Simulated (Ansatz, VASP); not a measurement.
# Nb: VASP beside Ansatz

```xyz
3
Lattice="3.8455 0.0000 0.0000 -1.9227 3.3303 0.0000 0.0000 0.0000 4.3628" Properties=species:S:1:pos:R:3 pbc="T T T"
Nb    0.8668    0.0000    1.4543
Nb   -0.4334    0.7506    2.9085
Nb    1.4894    2.5796    0.0000
```

Alike in both runs: task relaxation of cell and atoms; functional PBE; k mesh 6 × 6 × 4; occupations gaussian, width 0.1 eV; no spin polarisation.

|  | VASP | Ansatz |
| --- | --- | --- |
| version | VASP 6.6.1 | Ansatz 0.2.0 |
| potentials or method | VASP PAW PBE potentials, release 64 (Nb_sv), cutoff 600 eV | scalar-relativistic, plane waves, PAW |
| valence electrons in the cell | 39 | 39 |

Ansatz gave:

| Item | Value |
| --- | --- |
| gap on the k mesh at the Fermi level, each at its own relaxed structure (eV) | none |
| relaxed volume (Å³/atom) | 18.23 |
| relaxed length of the cell vector where the two differ most in proportion (Å) | 4.622 |

**Question.** What did VASP give for the same quantities?

**Answer.** gap on the k mesh at the Fermi level, each at its own relaxed structure (eV): none; relaxed volume (Å³/atom): 18.17; relaxed length of the cell vector where the two differ most in proportion (Å): 4.617.

A gap of «none» marks a metal or a gap that the smearing closes.

The k mesh is coarse, so the values compare programs but aren't converged.
